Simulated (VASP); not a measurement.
# ZrTe4C2 (P1) in VASP: single point with r2SCAN

Aim: the single point of ZrTe4C2 with r2SCAN.

Program: VASP 6.6.1. These are calculated values, not measurements. Logs are shortened: lines on timing, memory, paths and dates and some standing lists are left out, and cuts for length are marked.

### Step 1. The cell of the first run

The typed cell holds 7 atoms: a = 6.027 Å, b = 6.014 Å, c = 7.598 Å, α = 64.33°, β = 64.56°, γ = 88.23°.

### Step 2. Single point, r2SCAN

POSCAR

```
ZrTe4C2
1.0
    0.0925256400      6.0258983400     -0.0768282700
    6.0129153100      0.0925256400     -0.0933909100
    3.1475708800      3.1372414000     -6.1622120800
Te Zr C
4 1 2
Direct
    0.4032680000      0.3814540000      0.7350580000
    0.6054180000      0.1132710000      0.2593500000
    0.8827020000      0.8780040000      0.7733870000
    0.1388710000      0.6421740000      0.2301280000
    0.9739630000      0.9791720000      0.0317640000
    0.7710000000      0.2549090000      0.4852010000
    0.5128810000      0.5352410000      0.9828490000
```

INCAR.step1

```
SYSTEM = ZrTe4C2
ALGO     = Normal         ! electronic algorithm
EDIFF    = 1E-4           ! SCF threshold, eV
ENCUT    = 520            ! plane-wave cutoff, eV
GGA      = PE             ! functional
ISMEAR   = -1             ! smearing method
LASPH    = .TRUE.         ! aspherical terms in the spheres
LCHARG   = .FALSE.        ! write CHGCAR
LREAL    = .FALSE.        ! projectors in reciprocal space
LWAVE    = .TRUE.         ! write WAVECAR
NBANDS   = 31             ! bands
NELM     = 100            ! most SCF steps
PREC     = Accurate       ! precision mode
SIGMA    = 0.1            ! smearing width, eV
```

INCAR.step2

```
SYSTEM = ZrTe4C2
ALGO     = Normal         ! electronic algorithm
EDIFF    = 1E-6           ! SCF threshold, eV
ENCUT    = 520            ! plane-wave cutoff, eV
ISIF     = 2              ! what is computed and relaxed
ISMEAR   = -1             ! smearing method
ISTART   = 1            
LASPH    = .TRUE.         ! aspherical terms in the spheres
LCHARG   = .FALSE.        ! write CHGCAR
LMIXTAU  = .TRUE.       
LREAL    = .FALSE.        ! projectors in reciprocal space
LWAVE    = .FALSE.        ! write WAVECAR
METAGGA  = R2SCAN         ! meta-GGA
NBANDS   = 31             ! bands
NELM     = 100            ! most SCF steps
PREC     = Accurate       ! precision mode
SIGMA    = 0.1            ! smearing width, eV
```

KPOINTS

```
Automatic mesh
0
Gamma
  4 4 3
  0.5 0 0.5
```

Potentials or basis: VASP PAW PBE potentials, release 64 (Te, Zr_sv, C).

Run with:

```
$ cat potpaw_PBE.64/Te/POTCAR potpaw_PBE.64/Zr_sv/POTCAR potpaw_PBE.64/C/POTCAR > POTCAR
$ cp INCAR.step1 INCAR
$ mpirun -np 1 vasp_std > vasp.out
$ cp INCAR.step2 INCAR
$ mpirun -np 1 vasp_std > vasp.out
```

OUTCAR:

```text
SYSTEM = ZrTe4C2
   EDIFF = 1E-6
   ENCUT = 520
   ISIF = 2
   ISMEAR = -1
   ISTART = 1
   LASPH = .TRUE.
   LREAL = .FALSE.
   METAGGA = R2SCAN
   NELM = 100
   PREC = Accurate

 ion  position               nearest neighbor table
   1  0.403  0.381  0.735-   6 2.57   7 2.73   5 2.88
   2  0.605  0.113  0.259-   5 2.52   6 2.73   7 2.73
   3  0.883  0.878  0.773-   7 2.48   5 2.55   6 2.69
   4  0.139  0.642  0.230-   5 2.43   7 2.52   6 2.61
   5  0.974  0.979  0.032-   4 2.43   2 2.52   3 2.55   1 2.88
   6  0.771  0.255  0.485-   1 2.57   4 2.61   3 2.69   2 2.73
   7  0.513  0.535  0.983-   3 2.48   4 2.52   1 2.73   2 2.73

  LATTYP: Found a triclinic cell.
 ALAT       =     6.0270983384
 B/A-ratio  =     1.3907019058
 C/A-ratio  =     1.2140389626
 COS(alpha) =     0.0044996026
 COS(beta)  =     0.4031109756
 COS(gamma) =     0.6968700097

  Lattice vectors:

 A1 = (   0.0925256400,   6.0258983400,  -0.0768282700)
 A2 = (  -5.9203896700,   5.9333727000,   0.0165626400)
 A3 = (   2.9578700700,   2.9811825800,   5.9919929000)

Analysis of symmetry for initial positions (statically):
=====================================================================
 Subroutine PRICEL returns:
 Original cell was already a primitive cell.

 Routine SETGRP: Setting up the symmetry group for a
 triclinic supercell.

 Subroutine GETGRP returns: Found  1 space group operations
 (whereof  1 operations were pure point group operations)
 out of a pool of  2 trial point group operations.

The static configuration has the point symmetry C_1 .

Analysis of symmetry for dynamics (positions and initial velocities):
=====================================================================
 Subroutine PRICEL returns:
 Original cell was already a primitive cell.

 Routine SETGRP: Setting up the symmetry group for a
 triclinic supercell.

 Subroutine GETGRP returns: Found  1 space group operations
 (whereof  1 operations were pure point group operations)
 out of a pool of  2 trial point group operations.

The dynamic configuration has the point symmetry C_1 .

 Subroutine INISYM returns: Found  1 space group operations
 (whereof  1 operations are pure point group operations),
 and found     1 'primitive' translations

----------------------------------------------------------------------------------------

                                     Primitive cell

  volume of cell :     220.0529

  direct lattice vectors                    reciprocal lattice vectors
     0.092525640  6.025898340 -0.076828270    -0.001259574  0.167045789  0.084401245
     6.012915310  0.092525640 -0.093390910     0.167649871 -0.001492097  0.084873545
     3.147570880  3.137241400 -6.162212080    -0.002525100 -0.002060054 -0.164617966

  length of vectors
     6.027098338  6.014352283  7.597522212     0.187161567  0.187915471  0.164650219

  position of ions in fractional coordinates (direct lattice)
     0.403268000  0.381454000  0.735058000
     0.605418000  0.113271000  0.259350000
     0.882702000  0.878004000  0.773387000
     0.138871000  0.642174000  0.230128000
     0.973963000  0.979172000  0.031764000
     0.771000000  0.254909000  0.485201000
     0.512881000  0.535241000  0.982849000

  ion indices of the primitive-cell ions
   primitive index   ion index
                 1           1
                 2           2
                 3           3
                 4           4
                 5           5
                 6           6
                 7           7

----------------------------------------------------------------------------------------

 KPOINTS: Automatic mesh

Automatic generation of k-mesh.
 Grid dimensions read from file:
 generate k-points for:    4    4    3

 Generating k-lattice:

  Cartesian coordinates                     Fractional coordinates (reciprocal lattice)
    -0.000314893  0.041761447  0.021100311     0.250000000  0.000000000  0.000000000
     0.041912468 -0.000373024  0.021218386     0.000000000  0.250000000 -0.000000000
    -0.000841700 -0.000686685 -0.054872655     0.000000000  0.000000000  0.333333333

  Length of vectors
     0.046790392  0.046978868  0.054883406

  Shift w.r.t. Gamma in fractional coordinates (k-lattice)
     0.500000000  0.000000000  0.500000000

 Subroutine IBZKPT returns following result:
 ===========================================

 Found     24 irreducible k-points:

 Following reciprocal coordinates:
            Coordinates               Weight
  0.125000  0.000000  0.166667      2.000000
  0.375000  0.000000  0.166667      2.000000
 -0.375000  0.000000  0.166667      2.000000
 -0.125000 -0.000000  0.166667      2.000000
  0.125000  0.250000  0.166667      2.000000
  0.375000  0.250000  0.166667      2.000000
[... 16 lines left out ...]
  0.125000  0.500000  0.500000      2.000000
  0.375000  0.500000  0.500000      2.000000
   k-points           NKPTS =     24   k-points in BZ     NKDIM =     24   number of bands    NBANDS=     31
   number of dos      NEDOS =    301   number of ions     NIONS =      7
   total plane-waves  NPLWV = 138240
   dimension x,y,z NGX =    48 NGY =   48 NGZ =   60
   dimension x,y,z NGXF=    96 NGYF=   96 NGZF=  120
   ions per type =               4   1   2
   NGX,Y,Z   is equivalent  to a cutoff of  13.24, 13.27, 13.13 a.u.
   NGXF,Y,Z  is equivalent  to a cutoff of  26.48, 26.54, 26.26 a.u.
 SYSTEM =  ZrTe4C2
   PREC   = accura    normal or accurate (medium, high low for compatibility)
   ISTART =      1    job   : 0-new  1-cont  2-samecut
   ICHARG =      0    charge: 1-file 2-atom 10-const
   ISPIN  =      1    spin polarized calculation?
   LNONCOLLINEAR =      F non collinear calculations
   LSORBIT =      F    spin-orbit coupling
   LASPH  =      T    aspherical Exc in radial PAW
   ENCUT  =  520.0 eV  38.22 Ry    6.18 a.u.  11.21 11.18 14.13*2*pi/ulx,y,z
   NELM   =    100;   NELMIN=  2; NELMDL=  0     # of ELM steps
   EDIFF  = 0.1E-05   stopping-criterion for ELM
   LREAL  =      F    real-space projection
   EDIFFG = 0.1E-04   stopping-criterion for IOM
   NSW    =      0    number of steps for IOM
   IBRION =     -1    ionic relax: 0-MD 1-quasi-New 2-CG
   NFREE  =      0    steps in history (QN), initial steepest desc. (CG)
   ISIF   =      2    stress and relaxation
   ISYM   =      2    0-nonsym 1-usesym 2-fastsym
   POTIM  = 0.5000    time-step for ionic-motion
   TEBEG  =    0.0;   TEEND  =   0.0 temperature during run
   PSTRESS=    0.0 pullay stress
   NELECT =      44.0000    total number of electrons
   NUPDOWN=      -1.0000    fix difference up-down
   EMIN   =  10.00;   EMAX   =-10.00  energy-range for DOS
   EFERMI =   0.00;   METHOD = LEGACY
   ISMEAR =    -1;   SIGMA  =   0.10  broadening in eV -4-tet -1-fermi 0-gaus
   EFERMI_NEDOS =   21; number of points for ismear=-14 and -15
   IALGO  =     38    algorithm
   IMIX   =      4    mixing-type and parameters
     AMIX     =   0.40;   BMIX     =  1.00
     AMIX_MAG =   1.60;   BMIX_MAG =  1.00
  volume/ion in A,a.u.               =      31.44       212.14
  Fermi-wavevector in a.u.,A,eV,Ry     =   0.957304  1.809043 12.468810  0.916432
  Thomas-Fermi vector in A             =   2.086310
   LORBIT       =      0    0 simple, 1 ext, 2 COOP (PROOUT), +10 PAW based schemes
   METAGGA = R2SCAN    functional components
   LHFCALC =     F    Hartree Fock is set to
   AEXX    =    0.0000 exact exchange contribution
   IVDW    =     0    specifies the selected vdW correction
   LEPSILON=     F    determine dielectric tensor
   LRPA    =     F    only Hartree local field effects (RPA)
 non-spin polarized calculation
  energy-cutoff  :      520.00
  volume of cell :      220.05
 maximum number of plane-waves:      5948
 NGX is ok and might be reduce to    48
   NGX = 23   NGY = 23   NGZ = 29

 number of electron      43.9999999 magnetization

 Free energy of the ion-electron system (eV)
  ---------------------------------------------------
  ext. energy  EPLUGINS =         0.00000000
  ---------------------------------------------------
  free energy    TOTEN  =      -135.16318498 eV

  energy without entropy =     -135.13183535  energy(sigma->0) =     -135.14751016

 E-fermi :   3.7422     XC(G=0):  -8.8976

 val. band max:        3.5975839957   @ k =  -0.1250   0.5000   0.1667
 cond. band min:       3.9921984581   @ k =  -0.3750   0.2500   0.1667
 fundamental gap:      0.3946144625
 Fermi energy:         3.7421802092

 k-point     1 :       0.1250    0.0000    0.1667
  band No.  band energies     occupation
      1     -46.7580      2.00000
      2     -24.4025      2.00000
      3     -24.3116      2.00000
      4     -24.2116      2.00000
      5      -9.2697      2.00000
      6      -7.5526      2.00000
[... 23 lines left out ...]
     30       6.9836      0.00000
     31       7.1435      0.00000

 k-point     2 :       0.3750    0.0000    0.1667
  band No.  band energies     occupation
      1     -46.7580      2.00000
      2     -24.4028      2.00000
      3     -24.3115      2.00000
      4     -24.2118      2.00000
      5      -9.0229      2.00000
      6      -7.9940      2.00000
[... 23 lines left out ...]
     30       7.1721      0.00000
     31       7.3272      0.00000

 k-point     3 :      -0.3750    0.0000    0.1667
  band No.  band energies     occupation
      1     -46.7580      2.00000
      2     -24.4028      2.00000
      3     -24.3115      2.00000
      4     -24.2118      2.00000
      5      -8.7518      2.00000
      6      -8.4074      2.00000
[... 23 lines left out ...]
     30       7.0772      0.00000
     31       7.1813      0.00000

 k-point     4 :      -0.1250   -0.0000    0.1667
  band No.  band energies     occupation
      1     -46.7580      2.00000
      2     -24.4025      2.00000
      3     -24.3116      2.00000
      4     -24.2116      2.00000
      5      -9.1466      2.00000
      6      -7.9973      2.00000
[... 23 lines left out ...]
     30       6.8348      0.00000
     31       7.1071      0.00000

 k-point     5 :       0.1250    0.2500    0.1667
  band No.  band energies     occupation
      1     -46.7580      2.00000
      2     -24.4026      2.00000
      3     -24.3117      2.00000
      4     -24.2117      2.00000
      5      -9.1526      2.00000
      6      -7.7978      2.00000
[... 23 lines left out ...]
     30       7.1265      0.00000
     31       7.2397      0.00000
[... 542 lines left out ...]
     30       7.1520      0.00000
     31       7.4436      0.00000

 k-point    22 :      -0.1250    0.2500    0.5000
  band No.  band energies     occupation
      1     -46.7580      2.00000
      2     -24.4026      2.00000
      3     -24.3117      2.00000
      4     -24.2117      2.00000
      5      -8.7889      2.00000
      6      -8.3741      2.00000
[... 23 lines left out ...]
     30       6.8584      0.00000
     31       7.1244      0.00000

 k-point    23 :       0.1250    0.5000    0.5000
  band No.  band energies     occupation
      1     -46.7580      2.00000
      2     -24.4026      2.00000
      3     -24.3118      2.00000
      4     -24.2117      2.00000
      5      -8.8952      2.00000
      6      -8.0746      2.00000
[... 23 lines left out ...]
     30       7.1840      0.00000
     31       7.2866      0.00000

 k-point    24 :       0.3750    0.5000    0.5000
  band No.  band energies     occupation
      1     -46.7580      2.00000
      2     -24.4028      2.00000
      3     -24.3117      2.00000
      4     -24.2119      2.00000
      5      -8.6949      2.00000
      6      -8.2921      2.00000
[... 23 lines left out ...]
     30       7.3399      0.00000
     31       7.4379      0.00000

------------------------ aborting loop because EDIFF is reached ----------------------------------------

  FORCE on cell =-STRESS in cart. coord.  units (eV):
  Direction    XX          YY          ZZ          XY          YZ          ZX
  --------------------------------------------------------------------------------------
  -------------------------------------------------------------------------------------
  Total        1.2934445      1.9036847      0.4013643     -5.9752183     -4.3962828     -1.1790938
  in kB        9.4174072     13.8604899      2.9222829    -43.5048155    -32.0087834     -8.5848342
  external PRESSURE =       8.7333933 kB  Pullay stress =       0.0000000 kB

 VOLUME and BASIS-vectors are now :
 -----------------------------------------------------------------------------
  energy-cutoff  :      520.00
  volume of cell :      220.05
      direct lattice vectors                 reciprocal lattice vectors
     0.092525640  6.025898340 -0.076828270    -0.001259574  0.167045789  0.084401245
     6.012915310  0.092525640 -0.093390910     0.167649871 -0.001492097  0.084873545
     3.147570880  3.137241400 -6.162212080    -0.002525100 -0.002060054 -0.164617966

 POSITION                                       TOTAL-FORCE (eV/Angst)
 -----------------------------------------------------------------------------------
      4.64461      4.77140     -4.59619        -0.020562      0.946648      0.271691
      1.55343      4.47231     -1.65526         3.018691     -1.776573     -1.766950
      7.79533      7.82661     -4.91559        -1.910738     -2.634397      1.919590
      4.59853      1.61821     -1.48874        -3.852284      3.287496     -2.848797
      6.07777      6.05925     -0.36201         2.944853      0.189288      3.220446
      3.13129      6.19175     -3.07295         0.214640     -0.208779     -0.645007
      6.35940      6.22353     -6.14591        -0.394600      0.196317     -0.150973
 -----------------------------------------------------------------------------------
    total drift:                               -0.000345     -0.000126     -0.000516

  FREE ENERGIE OF THE ION-ELECTRON SYSTEM (eV)
  ---------------------------------------------------
  free  energy   TOTEN  =      -135.1631849795 eV

  energy  without entropy=     -135.1318353504  energy(sigma->0) =     -135.14751016
```

It took 9.3 min on 1 thread of Intel Xeon Platinum 8375C at 2.90GHz (Ice Lake), shared host; peak memory 0.47 GiB.

What came out:

```
Free energy            : -135.1632 eV
Pressure               : 0.9 GPa
Largest force          : 5.811 eV/Å
Band gap on the k mesh : 0.39 eV (least direct gap 0.47 eV)
```

Forces on the atoms (eV/Å):
```
Te  -0.021  0.947  0.272
Te   3.019 -1.777 -1.767
Te  -1.911 -2.634  1.920
Te  -3.852  3.287 -2.849
Zr   2.945  0.189  3.220
C    0.215 -0.209 -0.645
C   -0.395  0.196 -0.151
```

Caveat: the PAW data sets were made with another functional, which shifts forces and pressure a little; spin-orbit coupling is left out, which moves the levels of the heavy elements; a shifted mesh leaves out Γ, where band edges can lie. A k mesh can miss the band edges.
